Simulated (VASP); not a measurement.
# Tb4S (Im-3m) in VASP: a series of runs

Tb4S is run at these levels: PBE; tasks: relaxation of cell and atoms, single point.

All numbers are computed with VASP 6.6.1; they aren't measurements. Logs are shortened: lines on timing, memory, paths and dates and some standing lists are left out, and cuts for length are marked.

## 1. The cell of the first run

It takes space group Im-3m (No. 229, cubic). Conventional cell: a = 6.613 Å, b = 6.613 Å, c = 6.613 Å, α = 90.00°, β = 90.00°, γ = 90.00°. Tb (site symmetry -3m) has 2 S at 2.86 Å and 6 Tb at 3.31 Å within 3.8 Å. Within 3.8 Å of S (site symmetry m-3m) lie 8 Tb at 2.86 Å.

The cell was built from a structure type or drawn by symmetry, and may not be a known phase.

## 2. Relaxation of cell and atoms, PBE

Input file INCAR:

```
PREC = Accurate
ENCUT = 500
EDIFF = 1E-7
ISMEAR = 0
SIGMA = 0.1
LREAL = False
LASPH = True
NELM = 200
ALGO = Normal
ISIF = 3
LWAVE = False
LCHARG = False
GGA = PE
IBRION = 2
NSW = 100
EDIFFG = -0.01
GGA_COMPAT = False
NELMIN = 4
LMAXMIX = 6
```

Input file KPOINTS:

```
regular mesh
0
Gamma
  8 8 8
```

Input file POSCAR:

```
Tb4S
1.0
   -3.3063986810      3.3063986810      3.3063986810
    3.3063986810     -3.3063986810      3.3063986810
    3.3063986810      3.3063986810     -3.3063986810
Tb S
4 1
Direct
    0.0000000000      0.0000000000      0.5000000000
    0.5000000000      0.0000000000      0.0000000000
    0.0000000000      0.5000000000      0.0000000000
    0.5000000000      0.5000000000      0.5000000000
    0.0000000000      0.0000000000      0.0000000000
```

Potentials or basis: VASP PAW PBE potentials, release 64 (Tb_3, S), 4f in core.

On the command line:

```
$ cat potpaw_PBE.64/Tb_3/POTCAR potpaw_PBE.64/S/POTCAR > POTCAR
$ mpirun -np 1 vasp_std > vasp.out
```

OUTCAR:

```text
PREC = Accurate
   ENCUT = 500
   EDIFF = 1E-7
   ISMEAR = 0
   LREAL = False
   LASPH = True
   NELM = 200
   ISIF = 3
   GGA = PE
   IBRION = 2
   NSW = 100
   EDIFFG = -0.01
   NELMIN = 4

 ion  position               nearest neighbor table
   1  0.000  0.000  0.500-   5 2.86   5 2.86   4 3.31   2 3.31   3 3.31   3 3.31   2 3.31   4 3.31

   2  0.500  0.000  0.000-   5 2.86   5 2.86   4 3.31   1 3.31   4 3.31   3 3.31   1 3.31   3 3.31

   3  0.000  0.500  0.000-   5 2.86   5 2.86   4 3.31   1 3.31   2 3.31   1 3.31   4 3.31   2 3.31

   4  0.500  0.500  0.500-   5 2.86   5 2.86   3 3.31   1 3.31   2 3.31   3 3.31   1 3.31   2 3.31

   5  0.000  0.000  0.000-   1 2.86   2 2.86   3 2.86   4 2.86   1 2.86   3 2.86   2 2.86   4 2.86

  LATTYP: Found a body centered cubic cell.
 ALAT       =     6.6127973620

  Lattice vectors:

 A1 = (  -3.3063986810,   3.3063986810,   3.3063986810)
 A2 = (   3.3063986810,  -3.3063986810,   3.3063986810)
 A3 = (   3.3063986810,   3.3063986810,  -3.3063986810)

Analysis of symmetry for initial positions (statically):
=====================================================================
 Subroutine PRICEL returns:
 Original cell was already a primitive cell.

 Routine SETGRP: Setting up the symmetry group for a
 body centered cubic supercell.

 Subroutine GETGRP returns: Found 48 space group operations
 (whereof 48 operations were pure point group operations)
 out of a pool of 48 trial point group operations.

The static configuration has the point symmetry O_h .

Analysis of symmetry for dynamics (positions and initial velocities):
=====================================================================
 Subroutine PRICEL returns:
 Original cell was already a primitive cell.

 Routine SETGRP: Setting up the symmetry group for a
 body centered cubic supercell.

 Subroutine GETGRP returns: Found 48 space group operations
 (whereof 48 operations were pure point group operations)
 out of a pool of 48 trial point group operations.

The dynamic configuration has the point symmetry O_h .

 Subroutine INISYM returns: Found 48 space group operations
 (whereof 48 operations are pure point group operations),
 and found     1 'primitive' translations

----------------------------------------------------------------------------------------

                                     Primitive cell

  volume of cell :     144.5858

  direct lattice vectors                    reciprocal lattice vectors
    -3.306398681  3.306398681  3.306398681     0.000000000  0.151221933  0.151221933
     3.306398681 -3.306398681  3.306398681     0.151221933  0.000000000  0.151221933
     3.306398681  3.306398681 -3.306398681     0.151221933  0.151221933  0.000000000

  length of vectors
     5.726850506  5.726850506  5.726850506     0.213860109  0.213860109  0.213860109

  position of ions in fractional coordinates (direct lattice)
     0.000000000  0.000000000  0.500000000
     0.500000000  0.000000000  0.000000000
     0.000000000  0.500000000  0.000000000
     0.500000000  0.500000000  0.500000000
     0.000000000  0.000000000  0.000000000

  ion indices of the primitive-cell ions
   primitive index   ion index
                 1           1
                 2           2
                 3           3
                 4           4
                 5           5

----------------------------------------------------------------------------------------

 KPOINTS: regular mesh

Automatic generation of k-mesh.
 Grid dimensions read from file:
 generate k-points for:    8    8    8

 Generating k-lattice:

  Cartesian coordinates                     Fractional coordinates (reciprocal lattice)
[... 64 lines left out ...]
   IBRION =      2    ionic relax: 0-MD 1-quasi-New 2-CG
   NFREE  =      1    steps in history (QN), initial steepest desc. (CG)
   ISIF   =      3    stress and relaxation
   ISYM   =      2    0-nonsym 1-usesym 2-fastsym
   POTIM  = 0.5000    time-step for ionic-motion
   TEBEG  =    0.0;   TEEND  =   0.0 temperature during run
   PSTRESS=    0.0 pullay stress
   NELECT =      42.0000    total number of electrons
   NUPDOWN=      -1.0000    fix difference up-down
   EMIN   =  10.00;   EMAX   =-10.00  energy-range for DOS
   EFERMI =   0.00;   METHOD = LEGACY
   ISMEAR =     0;   SIGMA  =   0.10  broadening in eV -4-tet -1-fermi 0-gaus
   EFERMI_NEDOS =   21; number of points for ismear=-14 and -15
   IALGO  =     38    algorithm
   IMIX   =      4    mixing-type and parameters
     AMIX     =   0.40;   BMIX     =  1.00
     AMIX_MAG =   1.60;   BMIX_MAG =  1.00
  volume/ion in A,a.u.               =      28.92       195.14
  Fermi-wavevector in a.u.,A,eV,Ry     =   1.084217  2.048872 15.993997  1.175526
  Thomas-Fermi vector in A             =   2.220301
   LORBIT       =      0    0 simple, 1 ext, 2 COOP (PROOUT), +10 PAW based schemes
   GGA     = PE    functional components
   LHFCALC =     F    Hartree Fock is set to
   AEXX    =    0.0000 exact exchange contribution
   IVDW    =     0    specifies the selected vdW correction
   LEPSILON=     F    determine dielectric tensor
   LRPA    =     F    only Hartree local field effects (RPA)
 conjugate gradient relaxation of ions
 non-spin polarized calculation
 Gauss-broadening in eV      SIGMA  =   0.10
  energy-cutoff  :      500.00
  volume of cell :      144.59
 maximum number of plane-waves:      3700
 NGX is ok and might be reduce to    42
   NGX = 21   NGY = 21   NGZ = 21

--------------------------------------- Ionic step        1  -------------------------------------------

 number of electron      41.9999998 magnetization

 Free energy of the ion-electron system (eV)
  ---------------------------------------------------
  ext. energy  EPLUGINS =         0.00000000
  ---------------------------------------------------
  free energy    TOTEN  =       -23.66358877 eV

  energy without entropy =      -23.62656780  energy(sigma->0) =      -23.64507828

------------------------ aborting loop because EDIFF is reached ----------------------------------------

  FORCE on cell =-STRESS in cart. coord.  units (eV):
  Direction    XX          YY          ZZ          XY          YZ          ZX
  --------------------------------------------------------------------------------------
  -------------------------------------------------------------------------------------
  Total       -0.1038673     -0.1038673     -0.1038673      0.0000000      0.0000000      0.0000000
  in kB       -1.1509699     -1.1509699     -1.1509699      0.0000000      0.0000000      0.0000000
  external PRESSURE =      -1.1509699 kB  Pullay stress =       0.0000000 kB

 VOLUME and BASIS-vectors are now :
 -----------------------------------------------------------------------------
  energy-cutoff  :      500.00
  volume of cell :      144.59
      direct lattice vectors                 reciprocal lattice vectors
    -3.306398681  3.306398681  3.306398681     0.000000000  0.151221933  0.151221933
     3.306398681 -3.306398681  3.306398681     0.151221933  0.000000000  0.151221933
     3.306398681  3.306398681 -3.306398681     0.151221933  0.151221933  0.000000000

 POSITION                                       TOTAL-FORCE (eV/Angst)
 -----------------------------------------------------------------------------------
      1.65320      1.65320     -1.65320        -0.000000      0.000000      0.000000
     -1.65320      1.65320      1.65320         0.000000     -0.000000     -0.000000
      1.65320     -1.65320      1.65320        -0.000000     -0.000000      0.000000
      1.65320      1.65320      1.65320        -0.000000      0.000000     -0.000000
      0.00000      0.00000      0.00000        -0.000000     -0.000000      0.000000
 -----------------------------------------------------------------------------------
    total drift:                               -0.000000     -0.000000      0.000000

  FREE ENERGIE OF THE ION-ELECTRON SYSTEM (eV)
  ---------------------------------------------------
  free  energy   TOTEN  =       -23.6635887654 eV

  energy  without entropy=      -23.6265678020  energy(sigma->0) =      -23.64507828

--------------------------------------- Ionic step        2  -------------------------------------------

 number of electron      41.9999997 magnetization

 Free energy of the ion-electron system (eV)
  ---------------------------------------------------
  ext. energy  EPLUGINS =         0.00000000
  ---------------------------------------------------
  free energy    TOTEN  =       -23.66371452 eV

  energy without entropy =      -23.62678065  energy(sigma->0) =      -23.64524759

 E-fermi :   3.8497     XC(G=0):  -9.8513

 val. band max:        3.8469649112   @ k =   0.2500   0.1250   0.0000
 cond. band min:       3.8625683912   @ k =   0.2500   0.0000   0.0000
 fundamental gap:      0.0156034800
 Fermi energy:         3.8497426205

 k-point     1 :       0.0000    0.0000    0.0000
  band No.  band energies     occupation
      1     -19.4041      2.00000
      2     -19.4041      2.00000
      3     -19.4041      2.00000
      4     -19.2659      2.00000
      5     -19.2659      2.00000
      6     -19.2659      2.00000
[... 661 lines left out ...]
     24       4.5039      0.00000
     25       4.5546      0.00000

 [... further k-points ...]
[... 5 lines left out ...]
  --------------------------------------------------------------------------------------
  -------------------------------------------------------------------------------------
  Total        0.0202655      0.0202655      0.0202655      0.0000000      0.0000000      0.0000000
  in kB        0.2252421      0.2252421      0.2252421      0.0000000      0.0000000      0.0000000
  external PRESSURE =       0.2252421 kB  Pullay stress =       0.0000000 kB

 VOLUME and BASIS-vectors are now :
 -----------------------------------------------------------------------------
  energy-cutoff  :      500.00
  volume of cell :      144.15
      direct lattice vectors                 reciprocal lattice vectors
    -3.303085116  3.303085116  3.303085116     0.000000000  0.151373635  0.151373635
     3.303085116 -3.303085116  3.303085116     0.151373635  0.000000000  0.151373635
     3.303085116  3.303085116 -3.303085116     0.151373635  0.151373635  0.000000000

 POSITION                                       TOTAL-FORCE (eV/Angst)
 -----------------------------------------------------------------------------------
      1.65154      1.65154     -1.65154         0.000000     -0.000000      0.000000
     -1.65154      1.65154      1.65154        -0.000000      0.000000     -0.000000
      4.95463      1.65154     -1.65154        -0.000000     -0.000000     -0.000000
      1.65154      1.65154      1.65154        -0.000000      0.000000      0.000000
      0.00000      6.60617      0.00000         0.000000     -0.000000     -0.000000
 -----------------------------------------------------------------------------------
    total drift:                               -0.000000     -0.000000      0.000000

  FREE ENERGIE OF THE ION-ELECTRON SYSTEM (eV)
  ---------------------------------------------------
  free  energy   TOTEN  =       -23.6637145185 eV

  energy  without entropy=      -23.6267806521  energy(sigma->0) =      -23.64524759

 reached required accuracy - stopping structural energy minimisation
```

Run time: 63 s. Hardware: 1 thread of Intel Xeon 6975P-C (Granite Rapids), shared host; peak memory 0.31 GiB.

Results:

| Quantity | Value |
| --- | --- |
| Free energy | -23.6637 eV |
| Relaxed volume | 28.83 Å³/atom |
| Relaxed cell | a = 5.721 Å, b = 5.721 Å, c = 5.721 Å, α = 109.47°, β = 109.47°, γ = 109.47° |
| Space group after relaxing (to 0.1 Å) | Im-3m (No. 229) |
| Energy gained by relaxing | 0.0 meV/atom |
| Ionic steps | 2 |
| Pressure after relaxing | 0.0 GPa |
| Band gap on the k mesh | zero (bands 21 and 22 overlap by 0.90 eV) |

Step by step:
| step | energy change (eV) | largest force (eV/Å) | pressure (GPa) | volume (Å³) |
| --- | --- | --- | --- | --- |
| 1 | 0.0000 | 0.0000 | -0.12 | 144.59 |
| 2 | -0.0001 | 0.0000 | 0.02 | 144.15 |

Final structure:
```cif
data_structure
_symmetry_space_group_name_H-M 'P 1'
_symmetry_Int_Tables_number 1
_cell_length_a 5.7211
_cell_length_b 5.7211
_cell_length_c 5.7211
_cell_angle_alpha 109.471
_cell_angle_beta 109.471
_cell_angle_gamma 109.471
_cell_volume 144.15
loop_
_atom_site_label
_atom_site_type_symbol
_atom_site_fract_x
_atom_site_fract_y
_atom_site_fract_z
_atom_site_occupancy
Tb1 Tb 0.00000 0.00000 0.50000 1
Tb2 Tb 0.50000 0.00000 0.00000 1
Tb3 Tb 0.00000 0.50000 0.00000 1
Tb4 Tb 0.50000 0.50000 0.50000 1
S1 S 0.00000 0.00000 0.00000 1
```

Caveat: spin-orbit coupling is left out, which moves the levels of the heavy elements; the 4f electrons are frozen in the core, so they carry no moment and show no levels; the run has no spin polarisation, though such a crystal can be magnetic. With open d or f shells a metallic result of PBE can be an artefact of self-interaction; +U or a hybrid may open a gap.

[end of part 1 of 2]
